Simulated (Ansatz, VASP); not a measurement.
# One calculation of Pb, two programs

```
Pb
1.0
     3.05670   -1.80507    0.00321
     3.02604    1.75183   -0.00120
    -2.11538    0.01085    6.10196
Pb
2
Direct
  0.08966 0.09277 0.28288
  0.91034 0.90723 0.71712
```

Change from the starting cell: all atoms moved at random, cell strained at random.

Alike in both runs: task single point; functional PBE; k mesh 12 × 12 × 6; occupations gaussian, width 0.1 eV; no spin polarisation.

|  | VASP | Ansatz |
| --- | --- | --- |
| version | VASP 6.6.1 | Ansatz 0.2.0 |
| potentials or method | VASP PAW PBE potentials, release 64 (Pb_d), cutoff 520 eV | scalar-relativistic, plane waves, PAW |
| valence electrons in the cell | 28 | 28 |

|  | VASP | Ansatz | Ansatz less VASP |
| --- | --- | --- | --- |
| gap on the k mesh at the Fermi level (eV) | none | none | - |
| pressure (GPa) | 1.0 | 1.0 | +0.06 |
| traceless stress, the component that is largest in VASP (GPa) | 0.58 | 0.58 | 0.000 |
| rms of the force components (eV/Å) | 0.158 | 0.158 | -0.0006 |

Atom by atom the forces differ by 0.001 eV/Å (rms over components). A gap of «none» marks a metal or a gap that the smearing closes. With one functional, cell and mesh, what is left measures potentials, basis and numerics.

Neither program's run includes spin-orbit coupling.
